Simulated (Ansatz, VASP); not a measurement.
**Ge: VASP beside Ansatz**

```
CELL_PARAMETERS angstrom
-1.68697 1.68697 1.68697
1.68697 -1.68697 1.68697
1.68697 1.68697 -1.68697
ATOMIC_POSITIONS crystal
Ge 0.00000 0.00000 0.00000
```

Alike in both runs: functional PBE; k mesh 22 × 22 × 22; occupations gaussian, width 0.1 eV; no spin polarisation.

Ansatz relaxed the structure, and its values are those at the end. VASP's run is a single point on that final structure, the one shown.

```csv
,VASP,Ansatz
version,VASP 6.6.1,Ansatz 0.2.0
potentials or method,"VASP PAW PBE potentials, release 64 (Ge_d), cutoff 520 eV","scalar-relativistic, plane waves, PAW"
valence electrons in the cell,14,14
```

VASP gave:

| Quantity | Value |
| --- | --- |
| gap on the k mesh at the Fermi level (eV) | none |
| pressure (GPa) | -0.1 |

Problem. Which values does Ansatz return?

Solution. gap on the k mesh at the Fermi level (eV): none; pressure (GPa): 0.0.

A gap of «none» marks a metal or a gap that the smearing closes.
